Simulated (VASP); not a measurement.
Wanted: the native input for a VASP 6.6.1 run.

| Item | Value |
| --- | --- |
| Task | electric field gradients |
| Functional | PBE |
| Potentials or basis | VASP PAW PBE potentials, release 64 (Ga_d, P) |
| Cutoff | 520 eV |
| k mesh | 10 × 10 × 10 |
| Occupations | fermi-dirac, width 0.05 eV |
| Spin | no spin polarisation |
| Dipole correction | no |
| Further INCAR settings | ALGO = Normal; EDIFF = 1e-08; NBANDS = 16 |

The structure of GaP lies in POSCAR:

```
GaP
1.0
    0.0000000000      2.7814466341      2.6162400000
    2.7814466341      0.0000000000      2.6162400000
    2.7814466341      2.7814466341      0.0000000000
Ga P
1 1
Direct
    0.0000000000      0.0000000000      0.0000000000
    0.7500000000      0.7500000000      0.7500000000
```

This cell differs from its parent crystal: z stretched by -4 % at fixed volume.

These files were run (other wordings do the same):

INCAR

```
  PREC = Accurate
  ENCUT = 520
  EDIFF = 1E-8
  ISMEAR = -1
  SIGMA = 0.05
  LREAL = F
  LASPH = T
  NELM = 60
  ALGO = Normal
  ISIF = 2
  LWAVE = F
  LCHARG = F
  GGA = PE
  LEFG = T
  NBANDS = 16
```

KPOINTS

```
Automatic mesh
0
Gamma
  10 10 10
```

Potentials or basis: VASP PAW PBE potentials, release 64 (Ga_d, P).

Run with:

```sh
$ cat potpaw_PBE.64/Ga_d/POTCAR potpaw_PBE.64/P/POTCAR > POTCAR
$ mpirun -np 1 vasp_std > vasp.out
```

Results of the run:

```json
{
  "Pressure": "2.4 GPa",
  "Band gap on the k mesh": "1.03 eV, indirect (least direct gap 1.59 eV)"
}
```

Caveat: without QUAD_EFG the Cq values of the log hold for a quadrupole moment of 1 mb, not for the nuclei.

Wall time 52 s on 1 thread of Intel(R) Xeon(R) Platinum 8375C CPU @ 2.90GHz (Ice Lake) (shared host), peak memory 0.2 GiB.
